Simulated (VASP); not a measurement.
# Pt (Fm-3m) in VASP: density of states with PBE

Aim: the density of states of Pt with PBE.

Everything below comes from runs of VASP 6.6.1. Logs are shortened: lines on timing, memory, paths and dates and some standing lists are left out, and cuts for length are marked.

### Step 1. The cell of the first run

It takes space group Fm-3m (No. 225, cubic). The conventional cell has a = 3.970 Å, b = 3.970 Å, c = 3.970 Å, α = 90.00°, β = 90.00°, γ = 90.00°. Within 3.7 Å of Pt (site symmetry m-3m) lie 12 Pt at 2.81 Å.

### Step 2. Density of states, PBE

Contents of POSCAR:

```
Pt
1.0
    0.0000000000      1.9851668756      1.9851668756
    1.9851668756      0.0000000000      1.9851668756
    1.9851668756      1.9851668756      0.0000000000
Pt
1
Direct
    0.0000000000      0.0000000000      0.0000000000
```

Contents of INCAR.step1:

```
SYSTEM = Pt
PREC = Accurate
ENCUT = 520
EDIFF = 1E-6
ISMEAR = 0
SIGMA = 0.05
LREAL = .False.
LASPH = .True.
NELM = 80
ALGO = Fast
ISIF = 2
LWAVE = .False.
LCHARG = .True.
LMAXMIX = 4
GGA = PE
NBANDS = 11
```

Contents of KPOINTS.step1:

```
Automatic mesh
0
Gamma
  18 18 18
  0 0 0
```

Contents of INCAR.step2:

```
SYSTEM = Pt
PREC = Accurate
ENCUT = 520
EDIFF = 1E-6
ISMEAR = -5
SIGMA = 0.05
LREAL = .False.
LASPH = .True.
NELM = 80
ALGO = Fast
ISIF = 2
LWAVE = .False.
LCHARG = .False.
LMAXMIX = 4
GGA = PE
LORBIT = 11
NBANDS = 11
NEDOS = 1001
ICHARG = 11
```

Contents of KPOINTS.step2:

```
Automatic mesh
0
Gamma
  27 27 27
  0 0 0
```

Potentials or basis: VASP PAW PBE potentials, release 64 (Pt).

The run is started by

```
cat potpaw_PBE.64/Pt/POTCAR > POTCAR
cp INCAR.step1 INCAR
cp KPOINTS.step1 KPOINTS
mpirun -np 1 vasp_std > vasp.out
cp INCAR.step2 INCAR
cp KPOINTS.step2 KPOINTS
mpirun -np 1 vasp_std > vasp.out
```

OUTCAR:

```text
SYSTEM = Pt
   PREC = Accurate
   ENCUT = 520
   EDIFF = 1E-6
   ISMEAR = -5
   LREAL = .False.
   LASPH = .True.
   NELM = 80
   ISIF = 2
   GGA = PE
   LORBIT = 11
   ICHARG = 11

 ion  position               nearest neighbor table
   1  0.000  0.000  0.000-

  LATTYP: Found a face centered cubic cell.
 ALAT       =     3.9703337512

  Lattice vectors:

 A1 = (   0.0000000000,   1.9851668756,   1.9851668756)
 A2 = (   1.9851668756,   0.0000000000,   1.9851668756)
 A3 = (   1.9851668756,   1.9851668756,   0.0000000000)

Analysis of symmetry for initial positions (statically):
=====================================================================
 Subroutine PRICEL returns:
 Original cell was already a primitive cell.

 Routine SETGRP: Setting up the symmetry group for a
 face centered cubic supercell.

 Subroutine GETGRP returns: Found 48 space group operations
 (whereof 48 operations were pure point group operations)
 out of a pool of 48 trial point group operations.

The static configuration has the point symmetry O_h .

Analysis of symmetry for dynamics (positions and initial velocities):
=====================================================================
 Subroutine PRICEL returns:
 Original cell was already a primitive cell.

 Routine SETGRP: Setting up the symmetry group for a
 face centered cubic supercell.

 Subroutine GETGRP returns: Found 48 space group operations
 (whereof 48 operations were pure point group operations)
 out of a pool of 48 trial point group operations.

The dynamic configuration has the point symmetry O_h .

 Subroutine INISYM returns: Found 48 space group operations
 (whereof 48 operations are pure point group operations),
 and found     1 'primitive' translations

----------------------------------------------------------------------------------------

                                     Primitive cell

  volume of cell :      15.6466

  direct lattice vectors                    reciprocal lattice vectors
     0.000000000  1.985166876  1.985166876    -0.251867995  0.251867995  0.251867995
     1.985166876  0.000000000  1.985166876     0.251867995 -0.251867995  0.251867995
     1.985166876  1.985166876  0.000000000     0.251867995  0.251867995 -0.251867995

  length of vectors
     2.807449919  2.807449919  2.807449919     0.436248164  0.436248164  0.436248164

  position of ions in fractional coordinates (direct lattice)
     0.000000000  0.000000000  0.000000000

  ion indices of the primitive-cell ions
   primitive index   ion index
                 1           1

----------------------------------------------------------------------------------------

 KPOINTS: Automatic mesh

Automatic generation of k-mesh.
 Grid dimensions read from file:
 generate k-points for:   27   27   27

 Generating k-lattice:

  Cartesian coordinates                     Fractional coordinates (reciprocal lattice)
    -0.009328444  0.009328444  0.009328444     0.037037037  0.000000000  0.000000000
     0.009328444 -0.009328444  0.009328444     0.000000000  0.037037037  0.000000000
     0.009328444  0.009328444 -0.009328444     0.000000000  0.000000000  0.037037037

  Length of vectors
     0.016157339  0.016157339  0.016157339

  Shift w.r.t. Gamma in fractional coordinates (k-lattice)
     0.000000000  0.000000000  0.000000000

 TETIRR: Found   2653 inequivalent tetrahedra from   118098

 Subroutine IBZKPT returns following result:
 ===========================================

 Found    560 irreducible k-points:

 Following reciprocal coordinates:
            Coordinates               Weight
  0.000000  0.000000  0.000000      1.000000
  0.037037  0.000000  0.000000      8.000000
  0.074074  0.000000  0.000000      8.000000
  0.111111  0.000000  0.000000      8.000000
  0.148148  0.000000  0.000000      8.000000
  0.185185  0.000000  0.000000      8.000000
[... 16 lines left out ...]
  0.333333  0.037037  0.000000     24.000000
  0.370370  0.037037  0.000000     24.000000
 [... further k-points ...]
   k-points           NKPTS =    560   k-points in BZ     NKDIM =    560   number of bands    NBANDS=     11
   number of dos      NEDOS =   1001   number of ions     NIONS =      1
   total plane-waves  NPLWV =  13824
   dimension x,y,z NGX =    24 NGY =   24 NGZ =   24
   dimension x,y,z NGXF=    48 NGYF=   48 NGZF=   48
   ions per type =               1
   NGX,Y,Z   is equivalent  to a cutoff of  14.21, 14.21, 14.21 a.u.
   NGXF,Y,Z  is equivalent  to a cutoff of  28.42, 28.42, 28.42 a.u.
 SYSTEM =  Pt
   PREC   = accura    normal or accurate (medium, high low for compatibility)
   ISTART =      0    job   : 0-new  1-cont  2-samecut
   ICHARG =     11    charge: 1-file 2-atom 10-const
   ISPIN  =      1    spin polarized calculation?
   LNONCOLLINEAR =      F non collinear calculations
   LSORBIT =      F    spin-orbit coupling
   LASPH  =      T    aspherical Exc in radial PAW
   ENCUT  =  520.0 eV  38.22 Ry    6.18 a.u.   5.22  5.22  5.22*2*pi/ulx,y,z
   NELM   =     80;   NELMIN=  2; NELMDL=  0     # of ELM steps
   EDIFF  = 0.1E-05   stopping-criterion for ELM
   LREAL  =      F    real-space projection
   EDIFFG = 0.1E-04   stopping-criterion for IOM
   NSW    =      0    number of steps for IOM
   IBRION =     -1    ionic relax: 0-MD 1-quasi-New 2-CG
   NFREE  =      0    steps in history (QN), initial steepest desc. (CG)
   ISIF   =      2    stress and relaxation
   ISYM   =      2    0-nonsym 1-usesym 2-fastsym
   POTIM  = 0.5000    time-step for ionic-motion
   TEBEG  =    0.0;   TEEND  =   0.0 temperature during run
   PSTRESS=    0.0 pullay stress
   NELECT =      10.0000    total number of electrons
   NUPDOWN=      -1.0000    fix difference up-down
   EMIN   =  10.00;   EMAX   =-10.00  energy-range for DOS
   EFERMI =   0.00;   METHOD = LEGACY
   ISMEAR =    -5;   SIGMA  =   0.05  broadening in eV -4-tet -1-fermi 0-gaus
   EFERMI_NEDOS =   21; number of points for ismear=-14 and -15
   IALGO  =     68    algorithm
   IMIX   =      4    mixing-type and parameters
     AMIX     =   0.40;   BMIX     =  1.00
     AMIX_MAG =   1.60;   BMIX_MAG =  1.00
  volume/ion in A,a.u.               =      15.65       105.59
  Fermi-wavevector in a.u.,A,eV,Ry     =   1.410158  2.664812 27.055810  1.988546
  Thomas-Fermi vector in A             =   2.532141
   LORBIT       =     11    0 simple, 1 ext, 2 COOP (PROOUT), +10 PAW based schemes
   GGA     = PE    functional components
   LHFCALC =     F    Hartree Fock is set to
   AEXX    =    0.0000 exact exchange contribution
   IVDW    =     0    specifies the selected vdW correction
   LEPSILON=     F    determine dielectric tensor
   LRPA    =     F    only Hartree local field effects (RPA)
 non-spin polarized calculation
 RMM-DIIS sequential band-by-band and
 Fermi weights with tetrahedron method with Bloechl corrections
  energy-cutoff  :      520.00
  volume of cell :       15.65
 maximum number of plane-waves:       444
 NGX is ok and might be reduce to    24

 number of electron      10.0000002 magnetization

 Free energy of the ion-electron system (eV)
  ---------------------------------------------------
  ext. energy  EPLUGINS =         0.00000000
  ---------------------------------------------------
  free energy    TOTEN  =        -6.09775639 eV

  energy without entropy =       -6.09775639  energy(sigma->0) =       -6.09775639

 E-fermi :  10.5550     XC(G=0): -13.2704

 val. band max:       10.5810776955   @ k =   0.4444   0.1111   0.0000
 cond. band min:      10.4868210027   @ k =   0.4074   0.0741   0.0000
 fundamental gap:     -0.0942566928
 Fermi energy:        10.5549886447

 k-point     1 :       0.0000    0.0000    0.0000
  band No.  band energies     occupation
      1       0.7622      2.00000
      2       7.0016      2.00000
      3       7.0016      2.00000
      4       7.0016      2.00000
      5       9.0290      2.00000
      6       9.0290      2.00000
      7      25.3064      0.00000
      8      30.0651      0.00000
      9      30.0651      0.00000
     10      30.0651      0.00000
     11      35.2765      0.00000

 k-point     2 :       0.0370    0.0000    0.0000
  band No.  band energies     occupation
      1       0.8157      2.00000
      2       6.9779      2.00000
      3       7.0229      2.00000
      4       7.0229      2.00000
      5       9.0170      2.00000
      6       9.0170      2.00000
      7      25.3885      0.00000
      8      29.7470      0.00000
      9      30.1453      0.00000
     10      30.1453      0.00000
     11      35.6238      0.00000

 k-point     3 :       0.0741    0.0000    0.0000
  band No.  band energies     occupation
      1       0.9745      2.00000
      2       6.9112      2.00000
      3       7.0835      2.00000
      4       7.0835      2.00000
      5       8.9853      2.00000
      6       8.9853      2.00000
      7      25.6246      0.00000
      8      28.9744      0.00000
      9      30.3825      0.00000
     10      30.3825      0.00000
     11      36.3920      0.00000
[... 267 lines left out ...]
 k-point    23 :       0.3333    0.0370    0.0000
  band No.  band energies     occupation
      1       3.4127      2.00000
      2       7.1592      2.00000
      3       7.2465      2.00000
      4       7.2642      2.00000
      5       9.6093      2.00000
      6       9.8649      2.00000
      7      21.1075      0.00000
      8      26.1976      0.00000
      9      31.0439      0.00000
     10      32.1588      0.00000
     11      34.9346      0.00000

 k-point    24 :       0.3704    0.0370    0.0000
  band No.  band energies     occupation
      1       3.5677      2.00000
      2       7.0920      2.00000
      3       7.1772      2.00000
      4       7.8048      2.00000
      5       9.9552      2.00000
      6      10.1261      2.00000
      7      19.7178      0.00000
      8      25.7568      0.00000
      9      30.3858      0.00000
     10      31.2390      0.00000
     11      36.0956      0.00000

 [... further k-points ...]

------------------------ aborting loop because EDIFF is reached ----------------------------------------

  FORCE on cell =-STRESS in cart. coord.  units (eV):
  Direction    XX          YY          ZZ          XY          YZ          ZX
  --------------------------------------------------------------------------------------
  -------------------------------------------------------------------------------------
  Total       -0.0384811     -0.0384811     -0.0384811      0.0000000      0.0000000      0.0000000
  in kB       -3.9403695     -3.9403695     -3.9403695      0.0000000      0.0000000      0.0000000
  external PRESSURE =      -3.9403695 kB  Pullay stress =       0.0000000 kB

 VOLUME and BASIS-vectors are now :
 -----------------------------------------------------------------------------
  energy-cutoff  :      520.00
  volume of cell :       15.65
      direct lattice vectors                 reciprocal lattice vectors
     0.000000000  1.985166876  1.985166876    -0.251867995  0.251867995  0.251867995
     1.985166876  0.000000000  1.985166876     0.251867995 -0.251867995  0.251867995
     1.985166876  1.985166876  0.000000000     0.251867995  0.251867995 -0.251867995

 POSITION                                       TOTAL-FORCE (eV/Angst)
 -----------------------------------------------------------------------------------
      0.00000      0.00000      0.00000        -0.000000      0.000000      0.000000
 -----------------------------------------------------------------------------------
    total drift:                               -0.000000     -0.000000      0.000000

  FREE ENERGIE OF THE ION-ELECTRON SYSTEM (eV)
  ---------------------------------------------------
  free  energy   TOTEN  =        -6.0977563861 eV

  energy  without entropy=       -6.0977563861  energy(sigma->0) =       -6.09775639

 total charge

# of ion       s       p       d       tot
------------------------------------------
    1        0.619   0.567   8.019   9.204
```

It took 44 s on 1 thread of Intel Xeon Platinum 8488C (Sapphire Rapids), shared host; peak memory 0.21 GiB.

Results:

```yaml
Valence_electrons_inside_the_program's_atomic_spheres: Pt 9.20
```

Caveat: spin-orbit coupling is left out, which moves the levels of the heavy elements; tetrahedron occupations give inexact forces and stress in metals.
